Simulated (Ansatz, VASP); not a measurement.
One calculation of AlN, two programs

```xyz
8
Lattice="-1.6378 2.8368 0.0000 0.0000 0.0000 4.1006 4.9135 2.8368 0.0000" Properties=species:S:1:pos:R:3 pbc="T T T"
Al    0.1240    1.2712    3.0755
Al    1.6378    4.7280    3.0755
Al    1.6378    0.9456    1.0252
Al    3.2757    3.7824    1.0252
N     0.0000    1.8912    1.0252
N     1.6378    4.7280    1.0252
N     1.6378    0.9456    3.0755
N     3.2757    3.7824    3.0755
```

Alike in both runs: task single point; functional LDA; k mesh 8 × 6 × 4; occupations gaussian, width 0.05 eV; no spin polarisation.

|  | VASP | Ansatz |
| --- | --- | --- |
| version | VASP 6.6.1 | Ansatz 0.2.0 |
| potentials or method | VASP PAW LDA potentials, release 64 (Al, N), cutoff 520 eV | scalar-relativistic, plane waves, PAW |
| valence electrons in the cell | 32 | 32 |

|  | VASP | Ansatz | Ansatz less VASP |
| --- | --- | --- | --- |
| gap on the k mesh at the Fermi level (eV) | 2.57 | 2.57 | +0.002 |
| least direct gap on the mesh (eV) | 2.57 | 2.57 | +0.002 |
| pressure (GPa) | 11.7 | 10.8 | -0.94 |
| traceless stress, the component that is largest in VASP (GPa) | 23.09 | 22.24 | -0.846 |
| rms of the force components (eV/Å) | 2.807 | 2.747 | -0.0601 |

Ansatz warns that its potentials were made for another functional, while VASP's fit it. LDA's correlation is that of Perdew and Zunger in VASP and of Perdew and Wang (1992) in Ansatz. Atom by atom the forces differ by 0.063 eV/Å (rms over components).
